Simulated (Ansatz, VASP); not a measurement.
Two plane-wave programs on Hf

Contents of INCAR:

```
ALGO = Fast ; EDIFF = 1E-6
ENCUT = 520 ; GGA = PS
ISIF = 2 ; ISMEAR = 0
LASPH = T ; LCHARG = F
LREAL = F ; LWAVE = F
NBANDS = 11 ; NELM = 100
PREC = Accurate ; SIGMA = 0.15
```

Contents of KPOINTS:

```
k-points
0
Gamma
  18 18 18
```

Contents of POSCAR:

```
Hf
1.0
   -1.8591500000      1.8591500000      1.7779250000
    1.8591500000     -1.8591500000      1.7779250000
    1.8591500000      1.8591500000     -1.7779250000
Hf
1
Direct
    0.0000000000      0.0000000000      0.0000000000
```

Input for Ansatz:

```yaml
crystal:
  lattice:
    - [-1.85915, 1.85915, 1.777925]
    - [1.85915, -1.85915, 1.777925]
    - [1.85915, 1.85915, -1.777925]
  atoms:
    - { symbol: Hf, position: [0.0, 0.0, 0.0] }
basis:
  ecutwfc: 420
kpoints:
  mp_grid: { grid: [18, 18, 18] }
hamiltonian:
  xc: pbesol
scf:
  occupations: { method: gaussian, width: 0.15 }
output:
  forces: true
  stress: true
  eigenvalues: true
```

Change from the starting cell: strain +0.030 along x and y, -0.015 along z, atoms carried along.

Alike in both runs: task single point; functional PBEsol; k mesh 18 × 18 × 18; occupations gaussian, width 0.15 eV; no spin polarisation.

```csv
,VASP,Ansatz
version,VASP 6.6.1,Ansatz 0.2.0
potentials or method,"VASP PAW PBE potentials, release 64 (Hf_pv), cutoff 520 eV","scalar-relativistic, plane waves, PAW"
valence electrons in the cell,10,26
```

Ansatz gave:

```
gap on the k mesh at the Fermi level (eV)                     : none
pressure (GPa)                                                : -11.9
traceless stress, the component that is largest in VASP (GPa) : -1.67
```

What did VASP give for the same quantities?

gap on the k mesh at the Fermi level (eV): none; pressure (GPa): -12.3; traceless stress, the component that is largest in VASP (GPa): -1.70.

VASP's potentials were made for PBE, not for PBEsol. A gap of «none» marks a metal or a gap that the smearing closes. With one functional, cell and mesh, what is left measures potentials, basis and numerics. VASP's potentials hold 10 valence electrons a cell and Ansatz's 26, so a difference there can come from the potentials and not from the codes.

Spin-orbit coupling is off throughout.
